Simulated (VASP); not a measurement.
Here is a VASP 6.6.1 calculation.

The input INCAR:

```
PREC = Accurate
ENCUT = 520
EDIFF = 1E-6
ISMEAR = -1
SIGMA = 0.1
LREAL = False
LASPH = True
NELM = 80
ALGO = Normal
ISIF = 2
LWAVE = False
LCHARG = True
GGA = PE
LELF = True
LVHAR = True
NBANDS = 40
```

The input KPOINTS:

```
Automatic mesh
0
Gamma
  4 4 4
  0.5 0 0.5
```

File POSCAR:

```
SrZnHF
1.0
    4.9456270000     -0.3709250000     -0.6671950000
    0.2510040000      5.1337270000      0.5031360000
    0.3307820000      0.0424480000      5.0728730000
Sr F Zn H
2 2 2 2
Direct
    0.6535540000      0.4749710000      0.4544380000
    0.2136690000      0.6580890000      0.9117260000
    0.7200350000      0.9105220000      0.1620360000
    0.4783200000      0.2306960000      0.9182460000
    0.7179180000      0.9521130000      0.7457860000
    0.3318540000      0.9683130000      0.3884420000
    0.9547390000      0.0549820000      0.2991170000
    0.2087110000      0.1981900000      0.0751640000
```

Potentials or basis: VASP PAW PBE potentials, release 64 (Sr_sv, F, Zn, H).

Launch:

```sh
$ cat potpaw_PBE.64/Sr_sv/POTCAR potpaw_PBE.64/F/POTCAR potpaw_PBE.64/Zn/POTCAR potpaw_PBE.64/H/POTCAR > POTCAR
$ mpirun -np 1 vasp_std > vasp.out
```

Q: Estimate the largest force.

A: 2.634 eV/Å.

Q: Predict the band gap on the k mesh.

A: Zero (band 30 reaches 3.05 eV, above the bottom of band 31 at 2.49 eV).

Q: Estimate the pressure.

A: 8.1 GPa.

Forces on the atoms (eV/Å):
```
Sr   0.630 -0.169 -0.671
Sr  -0.186 -0.185  0.372
F    0.299 -1.476  0.140
F    0.794  1.958 -1.573
Zn   0.314  0.002 -0.295
Zn  -1.635  0.346  0.241
H    0.751  0.040  0.460
H   -0.966 -0.517  1.326
```
